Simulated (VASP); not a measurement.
Input of a VASP 6.6.1 run:

File INCAR:

```
SYSTEM = Mg2Si3N3
  PREC = Accurate
  ENCUT = 600
  EDIFF = 1E-6
  ISMEAR = 0
  SIGMA = 0.1
  LREAL = .False.
  LASPH = .True.
  NELM = 200
  ALGO = Normal
  ISIF = 2
  LWAVE = .False.
  LCHARG = .False.
  ISPIN = 2
  MAGMOM = 0 0 0 0 0 1 1 1
  LORBIT = 11
  GGA = PE
  NBANDS = 30
  GGA_COMPAT = .False.
```

The input KPOINTS:

```
Automatic mesh
0
Gamma
  3 3 6
  0 0 0
```

File POSCAR:

```
Mg2Si3N3
1.0
    6.4814645181      0.0000000000      0.0000000000
   -3.2407322591      5.6131129264      0.0000000000
    0.0000000000      0.0000000000      2.7412916907
Mg Si N
2 3 3
Direct
    0.6666666667      0.3333333333      0.0000000000
    0.3333333333      0.6666666667      0.0000000000
    0.0000000000      0.2043481952      0.0000000000
    0.7956518048      0.7956518048      0.0000000000
    0.2043481952      0.0000000000      0.0000000000
    0.0000000000      0.3876781681      0.5000000000
    0.6123218319      0.6123218319      0.5000000000
    0.3876781681      0.0000000000      0.5000000000
```

Potentials or basis: VASP PAW PBE potentials, release 64 (Mg, Si, N).

Launch:

```console
$ cat potpaw_PBE.64/Mg/POTCAR potpaw_PBE.64/Si/POTCAR potpaw_PBE.64/N/POTCAR > POTCAR
$ mpirun -np 1 vasp_std > vasp.out
```

Task: Estimate the net moment.

Result: 0.00 μB per cell.

Task: What does it give for the pressure?

Result: -0.9 GPa.

Task: Predict the largest force.

Result: 0.580 eV/Å.

Forces on the atoms (eV/Å):
```
Mg   0.000  0.000  0.000
Mg   0.000  0.000  0.000
Si   0.290 -0.502  0.000
Si   0.290  0.502  0.000
Si  -0.580  0.000  0.000
N   -0.157  0.272  0.000
N   -0.157 -0.272  0.000
N    0.314  0.000  0.000
```

Caveat: the k points lie up to 0.38 Å⁻¹ apart.
